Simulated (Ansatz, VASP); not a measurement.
Ge in VASP and in Ansatz

```
CELL_PARAMETERS angstrom
3.85600 0.00000 0.00000
-1.92800 3.33939 0.00000
0.00000 0.00000 28.00000
ATOMIC_POSITIONS crystal
Ge 0.33333 0.66667 0.51818
Ge 0.66667 0.33333 0.48182
```

Alike in both runs: task single point; functional PBE; k mesh 12 × 12 × 1; occupations gaussian, width 0.1 eV; no spin polarisation.

|  | VASP | Ansatz |
| --- | --- | --- |
| version | VASP 6.6.1 | Ansatz 0.2.0 |
| potentials or method | VASP PAW PBE potentials, release 64 (Ge_d), cutoff 520 eV | scalar-relativistic, plane waves, PAW |
| valence electrons in the cell | 28 | 28 |

|  | VASP | Ansatz | Ansatz less VASP |
| --- | --- | --- | --- |
| gap on the k mesh at the Fermi level (eV) | none | none | - |
| rms of the force components (eV/Å) | 0.537 | 0.537 | -0.0009 |

Atom by atom the forces differ by 0.001 eV/Å (rms over components). A gap of «none» marks a metal or a gap that the smearing closes.
